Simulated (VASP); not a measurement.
# Nb (Im-3m) in VASP: single point with LDA

Aim: the single point of Nb with LDA.

Program: VASP 6.6.1. These are calculated values, not measurements. Logs are shortened: lines on timing, memory, paths and dates and some standing lists are left out, and cuts for length are marked.

### Step 1. The cell of the first run

The structure is cubic, space group Im-3m (No. 229). Conventional cell: a = 3.328 Å, b = 3.328 Å, c = 3.328 Å, α = 90.00°, β = 90.00°, γ = 90.00°. Nb (site symmetry m-3m) has 14 Nb at 2.88 to 3.33 Å within 3.8 Å.

### Step 2. Single point, LDA

Input file INCAR:

```
PREC = Accurate
ENCUT = 500
EDIFF = 1E-6
ISMEAR = -1
SIGMA = 0.1
LREAL = False
LASPH = True
NELM = 120
ALGO = Normal
ISIF = 2
LWAVE = False
LCHARG = False
NBANDS = 12
GGA_COMPAT = False
```

Input file KPOINTS:

```
Automatic mesh
0
Gamma
  8 8 8
```

Input file POSCAR:

```
Nb
1.0
   -1.6639500000      1.6639500000      1.6639500000
    1.6639500000     -1.6639500000      1.6639500000
    1.6639500000      1.6639500000     -1.6639500000
Nb
1
Direct
    0.0000000000      0.0000000000      0.0000000000
```

Potentials or basis: VASP PAW LDA potentials, release 64 (Nb_sv).

The run is started by

```console
> cat potpaw_LDA.64/Nb_sv/POTCAR > POTCAR
> mpirun -np 1 vasp_std > vasp.out
```

OUTCAR:

```text
PREC = Accurate
   ENCUT = 500
   EDIFF = 1E-6
   ISMEAR = -1
   LREAL = False
   LASPH = True
   NELM = 120
   ISIF = 2

 ion  position               nearest neighbor table
   1  0.000  0.000  0.000-

  LATTYP: Found a body centered cubic cell.
 ALAT       =     3.3279000000

  Lattice vectors:

 A1 = (  -1.6639500000,   1.6639500000,   1.6639500000)
 A2 = (   1.6639500000,  -1.6639500000,   1.6639500000)
 A3 = (   1.6639500000,   1.6639500000,  -1.6639500000)

Analysis of symmetry for initial positions (statically):
=====================================================================
 Subroutine PRICEL returns:
 Original cell was already a primitive cell.

 Routine SETGRP: Setting up the symmetry group for a
 body centered cubic supercell.

 Subroutine GETGRP returns: Found 48 space group operations
 (whereof 48 operations were pure point group operations)
 out of a pool of 48 trial point group operations.

The static configuration has the point symmetry O_h .

Analysis of symmetry for dynamics (positions and initial velocities):
=====================================================================
 Subroutine PRICEL returns:
 Original cell was already a primitive cell.

 Routine SETGRP: Setting up the symmetry group for a
 body centered cubic supercell.

 Subroutine GETGRP returns: Found 48 space group operations
 (whereof 48 operations were pure point group operations)
 out of a pool of 48 trial point group operations.

The dynamic configuration has the point symmetry O_h .

 Subroutine INISYM returns: Found 48 space group operations
 (whereof 48 operations are pure point group operations),
 and found     1 'primitive' translations

----------------------------------------------------------------------------------------

                                     Primitive cell

  volume of cell :      18.4281

  direct lattice vectors                    reciprocal lattice vectors
    -1.663950000  1.663950000  1.663950000     0.000000000  0.300489798  0.300489798
     1.663950000 -1.663950000  1.663950000     0.300489798  0.000000000  0.300489798
     1.663950000  1.663950000 -1.663950000     0.300489798  0.300489798  0.000000000

  length of vectors
     2.882045941  2.882045941  2.882045941     0.424956748  0.424956748  0.424956748

  position of ions in fractional coordinates (direct lattice)
     0.000000000  0.000000000  0.000000000

  ion indices of the primitive-cell ions
   primitive index   ion index
                 1           1

----------------------------------------------------------------------------------------

 KPOINTS: Automatic mesh

Automatic generation of k-mesh.
 Grid dimensions read from file:
 generate k-points for:    8    8    8

 Generating k-lattice:

  Cartesian coordinates                     Fractional coordinates (reciprocal lattice)
     0.000000000  0.037561225  0.037561225     0.125000000  0.000000000  0.000000000
     0.037561225  0.000000000  0.037561225     0.000000000  0.125000000  0.000000000
     0.037561225  0.037561225  0.000000000     0.000000000  0.000000000  0.125000000

  Length of vectors
     0.053119594  0.053119594  0.053119594

  Shift w.r.t. Gamma in fractional coordinates (k-lattice)
     0.000000000  0.000000000  0.000000000

 Subroutine IBZKPT returns following result:
 ===========================================

 Found     29 irreducible k-points:

 Following reciprocal coordinates:
            Coordinates               Weight
  0.000000  0.000000  0.000000      1.000000
  0.125000  0.000000  0.000000     12.000000
  0.250000  0.000000  0.000000     12.000000
  0.375000  0.000000  0.000000     12.000000
  0.500000  0.000000  0.000000      6.000000
  0.125000  0.125000  0.000000     24.000000
[... 16 lines left out ...]
 -0.250000  0.250000  0.250000      6.000000
 -0.375000  0.375000  0.250000     24.000000
 [... further k-points ...]
   k-points           NKPTS =     29   k-points in BZ     NKDIM =     29   number of bands    NBANDS=     12
   number of dos      NEDOS =    301   number of ions     NIONS =      1
   total plane-waves  NPLWV =  13824
   dimension x,y,z NGX =    24 NGY =   24 NGZ =   24
   dimension x,y,z NGXF=    48 NGYF=   48 NGZF=   48
   ions per type =               1
   NGX,Y,Z   is equivalent  to a cutoff of  13.84, 13.84, 13.84 a.u.
   NGXF,Y,Z  is equivalent  to a cutoff of  27.69, 27.69, 27.69 a.u.
 SYSTEM =  unknown system
   PREC   = accura    normal or accurate (medium, high low for compatibility)
   ISTART =      0    job   : 0-new  1-cont  2-samecut
   ICHARG =      2    charge: 1-file 2-atom 10-const
   ISPIN  =      1    spin polarized calculation?
   LNONCOLLINEAR =      F non collinear calculations
   LSORBIT =      F    spin-orbit coupling
   LASPH  =      T    aspherical Exc in radial PAW
   ENCUT  =  500.0 eV  36.75 Ry    6.06 a.u.   5.25  5.25  5.25*2*pi/ulx,y,z
   NELM   =    120;   NELMIN=  2; NELMDL= -5     # of ELM steps
   EDIFF  = 0.1E-05   stopping-criterion for ELM
   LREAL  =      F    real-space projection
   EDIFFG = 0.1E-04   stopping-criterion for IOM
   NSW    =      0    number of steps for IOM
   IBRION =     -1    ionic relax: 0-MD 1-quasi-New 2-CG
   NFREE  =      0    steps in history (QN), initial steepest desc. (CG)
   ISIF   =      2    stress and relaxation
   ISYM   =      2    0-nonsym 1-usesym 2-fastsym
   POTIM  = 0.5000    time-step for ionic-motion
   TEBEG  =    0.0;   TEEND  =   0.0 temperature during run
   PSTRESS=    0.0 pullay stress
   NELECT =      13.0000    total number of electrons
   NUPDOWN=      -1.0000    fix difference up-down
   EMIN   =  10.00;   EMAX   =-10.00  energy-range for DOS
   EFERMI =   0.00;   METHOD = LEGACY
   ISMEAR =    -1;   SIGMA  =   0.10  broadening in eV -4-tet -1-fermi 0-gaus
   EFERMI_NEDOS =   21; number of points for ismear=-14 and -15
   IALGO  =     38    algorithm
   IMIX   =      4    mixing-type and parameters
     AMIX     =   0.40;   BMIX     =  1.00
     AMIX_MAG =   1.60;   BMIX_MAG =  1.00
  volume/ion in A,a.u.               =      18.43       124.36
  Fermi-wavevector in a.u.,A,eV,Ry     =   1.457345  2.753983 28.896790  2.123854
  Thomas-Fermi vector in A             =   2.574157
   LORBIT       =      0    0 simple, 1 ext, 2 COOP (PROOUT), +10 PAW based schemes
   GGA     = CA    functional components
   LHFCALC =     F    Hartree Fock is set to
   AEXX    =    0.0000 exact exchange contribution
   IVDW    =     0    specifies the selected vdW correction
   LEPSILON=     F    determine dielectric tensor
   LRPA    =     F    only Hartree local field effects (RPA)
 non-spin polarized calculation
  energy-cutoff  :      500.00
  volume of cell :       18.43
 maximum number of plane-waves:       484
 NGX is ok and might be reduce to    24
   NGX = 11   NGY = 11   NGZ = 11

 number of electron      12.9999999 magnetization

 Free energy of the ion-electron system (eV)
  ---------------------------------------------------
  ext. energy  EPLUGINS =         0.00000000
  ---------------------------------------------------
  free energy    TOTEN  =       -11.25161272 eV

  energy without entropy =      -11.20707629  energy(sigma->0) =      -11.22934450

 E-fermi :  10.6028     XC(G=0): -12.6002

 val. band max:       10.5628822528   @ k =   0.2500   0.0000   0.0000
 cond. band min:      10.6514287657   @ k =   0.1250   0.0000   0.0000
 fundamental gap:      0.0885465129
 Fermi energy:        10.6028497453

 k-point     1 :       0.0000    0.0000    0.0000
  band No.  band energies     occupation
      1     -43.4384      2.00000
      2     -18.9349      2.00000
      3     -18.9349      2.00000
      4     -18.9349      2.00000
      5       4.7906      2.00000
      6      11.0072      0.03445
      7      11.0072      0.03445
      8      11.0072      0.03445
      9      13.8345      0.00000
     10      13.8345      0.00000
     11      24.8520      0.00000
     12      24.8520      0.00000

 k-point     2 :       0.1250    0.0000    0.0000
  band No.  band energies     occupation
      1     -43.4054      2.00000
      2     -19.1353      2.00000
      3     -18.9964      2.00000
      4     -18.9365      2.00000
      5       5.3959      2.00000
      6      10.6514      0.76177
      7      10.8874      0.10980
      8      11.6020      0.00009
      9      13.4015      0.00000
     10      13.8467      0.00000
     11      25.2706      0.00000
     12      25.9446      0.00000

 k-point     3 :       0.2500    0.0000    0.0000
  band No.  band energies     occupation
      1     -43.3250      2.00000
      2     -19.5996      2.00000
      3     -19.1418      2.00000
      4     -18.9404      2.00000
      5       6.7043      2.00000
      6       9.9099      1.99805
      7      10.5629      1.19722
      8      13.2664      0.00000
      9      13.3351      0.00000
     10      13.9834      0.00000
     11      24.9375      0.00000
     12      26.3752      0.00000
[... 286 lines left out ...]
 k-point    23 :      -0.2500    0.2500    0.2500
  band No.  band energies     occupation
      1     -43.2280      2.00000
      2     -19.6253      2.00000
      3     -19.3671      2.00000
      4     -19.3671      2.00000
      5       8.1819      2.00000
      6       9.6363      1.99987
      7      11.6000      0.00009
      8      11.6000      0.00009
      9      13.1090      0.00000
     10      15.2200      0.00000
     11      25.1412      0.00000
     12      28.5775      0.00000

 k-point    24 :      -0.3750    0.3750    0.2500
  band No.  band energies     occupation
      1     -43.1583      2.00000
      2     -19.8869      2.00000
      3     -19.5209      2.00000
      4     -19.4061      2.00000
      5       8.3515      2.00000
      6       8.8561      2.00000
      7      11.6008      0.00009
      8      12.3327      0.00000
      9      15.0165      0.00000
     10      16.2967      0.00000
     11      24.1632      0.00000
     12      25.9743      0.00000

 [... further k-points ...]
[... 5 lines left out ...]
  --------------------------------------------------------------------------------------
  -------------------------------------------------------------------------------------
  Total       -1.3789259     -1.3789259     -1.3789259     -0.0000000     -0.0000000      0.0000000
  in kB     -119.8866200   -119.8866200   -119.8866200     -0.0000000     -0.0000000      0.0000000
  external PRESSURE =    -119.8866200 kB  Pullay stress =       0.0000000 kB

 VOLUME and BASIS-vectors are now :
 -----------------------------------------------------------------------------
  energy-cutoff  :      500.00
  volume of cell :       18.43
      direct lattice vectors                 reciprocal lattice vectors
    -1.663950000  1.663950000  1.663950000     0.000000000  0.300489798  0.300489798
     1.663950000 -1.663950000  1.663950000     0.300489798  0.000000000  0.300489798
     1.663950000  1.663950000 -1.663950000     0.300489798  0.300489798  0.000000000

 POSITION                                       TOTAL-FORCE (eV/Angst)
 -----------------------------------------------------------------------------------
      0.00000      0.00000      0.00000         0.000000     -0.000000      0.000000
 -----------------------------------------------------------------------------------
    total drift:                               -0.000000      0.000000      0.000000

  FREE ENERGIE OF THE ION-ELECTRON SYSTEM (eV)
  ---------------------------------------------------
  free  energy   TOTEN  =       -11.2516127167 eV

  energy  without entropy=      -11.2070762918  energy(sigma->0) =      -11.22934450
```

Run time: 19 s. Hardware: 1 thread of AMD EPYC 7R13, shared host; peak memory 0.1 GiB.

Results:

```
Free energy : -11.2516 eV
Pressure    : -12.0 GPa
```

Levels at points of the mesh, in eV from the Fermi level:
| k point | band 4 | band 5 | band 6 | band 7 | band 8 | band 9 |
| --- | --- | --- | --- | --- | --- | --- |
| (0.00, 0.00, 0.00) | -29.54 | -5.81 | 0.40 | 0.40 | 0.40 | 3.23 |
| (0.50, 0.00, 0.00) | -29.55 | -3.57 | -1.55 | 2.30 | 3.25 | 3.91 |
| (0.50, 0.50, 0.50) | -30.42 | -3.54 | -3.54 | 5.52 | 5.52 | 5.52 |
